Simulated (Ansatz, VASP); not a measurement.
## Two plane-wave programs on GaSi2S2

```
CELL_PARAMETERS angstrom
4.40206 0.00000 0.00000
0.00000 4.40206 0.00000
0.00000 0.00000 7.21211
ATOMIC_POSITIONS crystal
Ga 0.50000 0.50000 0.50000
Si 0.50000 0.50000 0.83999
Si 0.50000 0.50000 0.16001
S 0.00000 0.50000 0.00000
S 0.50000 0.00000 0.00000
```

Alike in both runs: functional PBE; k mesh 4 × 4 × 3; occupations gaussian, width 0.2 eV; no spin polarisation.

Ansatz relaxed the structure, and its values are those at the end. VASP's run is a single point on that final structure, the one shown.

```csv
,VASP,Ansatz
version,VASP 6.6.1,Ansatz 0.2.0
potentials or method,"VASP PAW PBE potentials, release 64 (Ga_d, Si, S), cutoff 500 eV","scalar-relativistic, plane waves, PAW"
valence electrons in the cell,33,33
```

Ansatz gave:

- gap on the k mesh at the Fermi level (eV): none
- pressure (GPa): 0.4
- rms of the force components (eV/Å): 0.012

Problem. Which values does VASP return?

Solution. gap on the k mesh at the Fermi level (eV): none; pressure (GPa): 0.4; rms of the force components (eV/Å): 0.000.

A gap of «none» marks a metal or a gap that the smearing closes. With one functional, cell and mesh, what is left measures potentials, basis and numerics.
